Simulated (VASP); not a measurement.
Runs of VASP 6.6.1 on Al3As. The structure is that of space group P6_3/mmc (No. 194), or close to it. The cells are those of the table. 

```tsv
task	cell	k mesh	cutoff (eV)	k mesh for the DOS	occupations for the DOS	gap on the mesh (eV)	pressure (GPa)	largest force (eV/Å)
single point	a = 5.720, b = 5.720, c = 4.566 Å, angles 90.0, 90.0, 120.0°, 8 atoms	6 × 6 × 4	520	-	-	none	7.0	0.20
single point	a = 5.730, b = 5.730, c = 4.943 Å, angles 90.0, 90.0, 120.0°, 8 atoms	6 × 6 × 4	520	-	-	none	0.0	(a)
single point	a = 5.733, b = 5.733, c = 4.946 Å, angles 90.0, 90.0, 120.0°, 8 atoms	12 × 12 × 8	520	-	-	none	0.0	-
relaxation of cell and atoms	relaxed from a = 5.720, b = 5.720, c = 4.566 Å, angles 90.0, 90.0, 120.0°, 8 atoms	6 × 6 × 4	600	-	-	none	0.1	0.02
```

Alike in all rows: level PBE; potentials or basis VASP PAW PBE potentials, release 64 (Al, As); no spin polarisation; smearing gaussian 0.1 eV.

Q: Fill in the values left out.

A: (a) 0.01.

A k mesh can miss the band edges, and the runs leave out spin-orbit coupling on As.

A gap of «none» marks levels without a gap at the run's occupations.
